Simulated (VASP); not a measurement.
# BN (Fmm2) in VASP: settings compared, part 2 of 2

VASP 6.6.1.

## (4) Electric field gradients, PBE

Contents of INCAR:

```
SYSTEM = BN
PREC     = Accurate       ! precision mode
ENCUT    = 520            ! plane-wave cutoff, eV
EDIFF    = 1E-8           ! SCF threshold, eV
ISMEAR   = -1             ! smearing method
SIGMA    = 0.05           ! smearing width, eV
LREAL    = .False.        ! projectors in reciprocal space
LASPH    = .True.         ! aspherical terms in the spheres
NELM     = 80             ! most SCF steps
ALGO     = Normal         ! electronic algorithm
ISIF     = 2              ! what is computed and relaxed
LWAVE    = .False.        ! write WAVECAR
LCHARG   = .False.        ! write CHGCAR
GGA      = PE             ! functional
LEFG     = .True.       
NBANDS   = 11             ! bands
```

Contents of KPOINTS:

```
regular mesh
0
Gamma
  13 13 13
  0 0 0
```

Contents of POSCAR:

```
BN
1.0
    0.0000000000      3.4953158300      2.1660912400
    1.2516321000      0.0000000000      2.1660912400
    1.2516321000      3.4953158300      0.0000000000
N B
1 1
Direct
    0.6666513400      0.6666513400      0.3333486600
    0.0000486500      0.0000486500      0.9999513500
```

Potentials or basis: VASP PAW PBE potentials, release 64 (N, B).

The run is started by

```console
> cat potpaw_PBE.64/N/POTCAR potpaw_PBE.64/B/POTCAR > POTCAR
> mpirun -np 1 vasp_std > vasp.out
```

OUTCAR:

```text
SYSTEM = BN
   PREC = Accurate
   ENCUT = 520
   EDIFF = 1E-8
   ISMEAR = -1
   LREAL = .False.
   LASPH = .True.
   NELM = 80
   ISIF = 2
   GGA = PE

 ion  position               nearest neighbor table
   1  0.667  0.667  0.333-   2 1.44   2 1.44   2 1.44
   2  0.000  0.000  1.000-   1 1.44   1 1.44   1 1.44

  LATTYP: Found a face centered orthorhombic cell.
 ALAT       =     2.5032642000
 B/A-ratio  =     1.7306133647
 C/A-ratio  =     2.7926064137

  Lattice vectors:

 A1 = (   0.0000000000,   3.4953158300,   2.1660912400)
 A2 = (  -1.2516321000,   3.4953158300,   0.0000000000)
 A3 = (  -1.2516321000,   0.0000000000,   2.1660912400)

Analysis of symmetry for initial positions (statically):
=====================================================================
 Subroutine PRICEL returns:
 Original cell was already a primitive cell.

 Routine SETGRP: Setting up the symmetry group for a
 face centered orthorhombic supercell.

 Subroutine GETGRP returns: Found  4 space group operations
 (whereof  4 operations were pure point group operations)
 out of a pool of  8 trial point group operations.

The static configuration has the point symmetry C_2v.

Analysis of symmetry for dynamics (positions and initial velocities):
=====================================================================
 Subroutine PRICEL returns:
 Original cell was already a primitive cell.

 Routine SETGRP: Setting up the symmetry group for a
 face centered orthorhombic supercell.

 Subroutine GETGRP returns: Found  4 space group operations
 (whereof  4 operations were pure point group operations)
 out of a pool of  8 trial point group operations.

The dynamic configuration has the point symmetry C_2v.

 Subroutine INISYM returns: Found  4 space group operations
 (whereof  4 operations are pure point group operations),
 and found     1 'primitive' translations

----------------------------------------------------------------------------------------

                                     Primitive cell

  volume of cell :      18.9526

  direct lattice vectors                    reciprocal lattice vectors
     0.000000000  3.495315830  2.166091240    -0.399478409  0.143048590  0.230830535
     1.251632100  0.000000000  2.166091240     0.399478409 -0.143048590  0.230830535
     1.251632100  3.495315830  0.000000000     0.399478409  0.143048590 -0.230830535

  length of vectors
     4.112077822  2.501706252  3.712656147     0.483041027  0.483041027  0.483041027

  position of ions in fractional coordinates (direct lattice)
     0.666651340  0.666651340  0.333348660
     0.000048650  0.000048650  0.999951350

  ion indices of the primitive-cell ions
   primitive index   ion index
                 1           1
                 2           2

----------------------------------------------------------------------------------------

 KPOINTS: regular mesh

Automatic generation of k-mesh.
 Grid dimensions read from file:
 generate k-points for:   13   13   13

[... 73 lines left out ...]
   PSTRESS=    0.0 pullay stress
   NELECT =       8.0000    total number of electrons
   NUPDOWN=      -1.0000    fix difference up-down
   EMIN   =  10.00;   EMAX   =-10.00  energy-range for DOS
   EFERMI =   0.00;   METHOD = LEGACY
   ISMEAR =    -1;   SIGMA  =   0.05  broadening in eV -4-tet -1-fermi 0-gaus
   EFERMI_NEDOS =   21; number of points for ismear=-14 and -15
   IALGO  =     38    algorithm
   IMIX   =      4    mixing-type and parameters
     AMIX     =   0.40;   BMIX     =  1.00
     AMIX_MAG =   1.60;   BMIX_MAG =  1.00
  volume/ion in A,a.u.               =       9.48        63.95
  Fermi-wavevector in a.u.,A,eV,Ry     =   1.228047  2.320672 20.518928  1.508099
  Thomas-Fermi vector in A             =   2.362987
   LORBIT       =      0    0 simple, 1 ext, 2 COOP (PROOUT), +10 PAW based schemes
   GGA     = PE    functional components
   LHFCALC =     F    Hartree Fock is set to
   AEXX    =    0.0000 exact exchange contribution
   IVDW    =     0    specifies the selected vdW correction
   LEPSILON=     F    determine dielectric tensor
   LRPA    =     F    only Hartree local field effects (RPA)
 non-spin polarized calculation
  energy-cutoff  :      520.00
  volume of cell :       18.95
 maximum number of plane-waves:       527
   NGX = 15   NGY =  9   NGZ = 13

 number of electron       8.0000000 magnetization

 Free energy of the ion-electron system (eV)
  ---------------------------------------------------
  ext. energy  EPLUGINS =         0.00000000
  ---------------------------------------------------
  free energy    TOTEN  =       -17.58679494 eV

  energy without entropy =      -17.58679494  energy(sigma->0) =      -17.58679494

 E-fermi :   2.9868     XC(G=0):  -9.7394

 val. band max:        1.9775161315   @ k =   0.4615  -0.3846   0.1538
 cond. band min:       5.8759492871   @ k =   0.0000   0.4615   0.4615
 fundamental gap:      3.8984331557
 Fermi energy:         2.9867803566

 k-point     1 :       0.0000    0.0000    0.0000
  band No.  band energies     occupation
      1     -15.8876      2.00000
      2      -2.5002      2.00000
      3       0.5604      2.00000
      4       0.5674      2.00000
      5       6.8411      0.00000
      6      13.4916      0.00000
      7      13.5508      0.00000
      8      14.9521      0.00000
      9      16.4110      0.00000
     10      27.5801      0.00000
     11      28.7312      0.00000
[... 309 lines left out ...]
 k-point    24 :       0.4615    0.1538   -0.0000
  band No.  band energies     occupation
      1     -13.1182      2.00000
      2      -5.7852      2.00000
      3      -3.1185      2.00000
      4       0.6407      2.00000
      5       7.8710      0.00000
      6      12.2431      0.00000
      7      14.6754      0.00000
      8      17.7533      0.00000
      9      19.4270      0.00000
     10      23.2528      0.00000
     11      24.9024      0.00000

 [... further k-points ...]
[... 5 lines left out ...]
  --------------------------------------------------------------------------------------
  -------------------------------------------------------------------------------------
  Total        0.4873159      0.1889954      0.4926740      0.0000000      0.0000000      0.0000000
  in kB       41.1956449     15.9768831     41.6485941      0.0000000      0.0000000      0.0000000
  external PRESSURE =      32.9403741 kB  Pullay stress =       0.0000000 kB

 VOLUME and BASIS-vectors are now :
 -----------------------------------------------------------------------------
  energy-cutoff  :      520.00
  volume of cell :       18.95
      direct lattice vectors                 reciprocal lattice vectors
     0.000000000  3.495315830  2.166091240    -0.399478409  0.143048590  0.230830535
     1.251632100  0.000000000  2.166091240     0.399478409 -0.143048590  0.230830535
     1.251632100  3.495315830  0.000000000     0.399478409  0.143048590 -0.230830535

 POSITION                                       TOTAL-FORCE (eV/Angst)
 -----------------------------------------------------------------------------------
      1.25163      3.49532      2.88806         0.000000      0.000000     -0.009719
      1.25163      3.49532      0.00021         0.000000      0.000000      0.009719
 -----------------------------------------------------------------------------------
    total drift:                                0.000006     -0.000011     -0.000065

  FREE ENERGIE OF THE ION-ELECTRON SYSTEM (eV)
  ---------------------------------------------------
  free  energy   TOTEN  =       -17.5867949384 eV

  energy  without entropy=      -17.5867949384  energy(sigma->0) =      -17.58679494

 Electric field gradients (V/A^2)
---------------------------------------------------------------------
 ion       V_xx      V_yy      V_zz      V_xy      V_xz      V_yz
---------------------------------------------------------------------
   1      -1.362     2.794    -1.432     0.001    -0.000     0.001
   2     -17.437    34.894   -17.458     0.000     0.000     0.000
---------------------------------------------------------------------

 Electric field gradients after diagonalization (V/A^2)
 (convention: |V_zz| > |V_xx| > |V_yy|)
----------------------------------------------------------------------
 ion       V_xx      V_yy      V_zz     asymmetry (V_yy - V_xx)/ V_zz
----------------------------------------------------------------------
   1      -1.432    -1.362     2.794       0.025
   2     -17.458   -17.437    34.894       0.001
----------------------------------------------------------------------

           NMR quadrupolar parameters

 Cq : quadrupolar parameter    Cq=e*Q*V_zz/h
 eta: asymmetry parameters     (V_yy - V_xx)/ V_zz
 Q  : nuclear electric quadrupole moment in mb (millibarn)
----------------------------------------------------------------------
 ion       Cq(MHz)       eta       Q (mb)
----------------------------------------------------------------------
   1       0.007       0.025       1.000
   2       0.084       0.001       1.000
----------------------------------------------------------------------
```

Run time: 1.9 min. Hardware: 1 thread of AMD EPYC 7R43 (Zen 3), shared host; peak memory 0.15 GiB.

Results:

```yaml
Free_energy: -17.5868 eV
Pressure: 3.3 GPa
Largest_force: 0.010 eV/Å
Band_gap_on_the_k_mesh: 3.90 eV, indirect (least direct gap 4.65 eV)
```

Forces on the atoms (eV/Å):
```
N    0.000  0.000 -0.010
B    0.000  0.000  0.010
```

Stress tensor (GPa, compression positive):
```
4.12 0.00 0.00
0.00 1.60 0.00
0.00 0.00 4.16
```

Levels at points of the mesh, in eV from the valence-band top:
```
           k point  band 1  band 2  band 3  band 4  band 5  band 6  band 7  band 8
(0.00, 0.00, 0.00)  -17.87   -4.48   -1.42   -1.41    4.86   11.51   11.57   12.97
```

Electric field gradients, principal values (V/Å²):
```tsv
atom	least	middle	greatest (by size)
1 N	-1.362	-1.432	2.794
2 B	-17.437	-17.458	34.894
```

Caveat: without QUAD_EFG the Cq values of the log hold for a quadrupole moment of 1 mb, not for the nuclei.

## (5) The runs side by side

| task | level | k mesh | cutoff (eV) | smearing | ions in elastic constants | gap on the mesh (eV) |
| --- | --- | --- | --- | --- | --- | --- |
| dielectric tensor | PBEsol | 13 × 13 × 13 | 520 | gaussian 0.01 eV | - | 3.79 |
| elastic constants | PBEsol | 10 × 10 × 10 | 600 | gaussian 0.01 eV | relaxed | - |
| electric field gradients | PBE | 13 × 13 × 13 | 520 | fermi-dirac 0.05 eV | - | 3.90 |

Alike in all rows: potentials or basis VASP PAW PBE potentials, release 64 (N, B); no spin polarisation; cell as given.

Caveats: the PAW data sets were made with another functional, which shifts forces and pressure a little (some runs); the elastic tensor has a negative eigenvalue, so either the cell is unstable as it stands or the mesh is too thin (some runs).

Total energies depend on the potentials used, so only differences within one code and one set of settings carry meaning.
